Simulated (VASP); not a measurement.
Here is a VASP 6.6.1 calculation.

File INCAR:

```
SYSTEM = Nb
PREC = Accurate ; ENCUT = 520
EDIFF = 1E-6 ; ISMEAR = -1
SIGMA = 0.05 ; LREAL = .FALSE.
LASPH = .TRUE. ; NELM = 150
ALGO = Normal ; ISIF = 2
LWAVE = .FALSE. ; LCHARG = .FALSE.
ISPIN = 2 ; MAGMOM = 1
LORBIT = 11 ; LMAXMIX = 4
GGA = PS ; NBANDS = 16
```

File KPOINTS:

```
regular mesh
0
G
  22 22 22
  0 0 0
```

Contents of POSCAR:

```
Nb
1.0
   -1.6344185686      1.6344185686      1.6344185686
    1.6344185686     -1.6344185686      1.6344185686
    1.6344185686      1.6344185686     -1.6344185686
Nb
1
Direct
    0.0000000000      0.0000000000      0.0000000000
```

Potentials or basis: VASP PAW PBE potentials, release 64 (Nb_sv).

Launch:

```sh
$ cat potpaw_PBE.64/Nb_sv/POTCAR > POTCAR
$ mpirun -np 1 vasp_std > vasp.out
```

Task: Estimate the net moment.

Result: 0.00 μB per cell.

Task: Estimate the pressure.

Result: 0.3 GPa.

Caveat: the PAW data sets were made with another functional, which shifts forces and pressure a little.
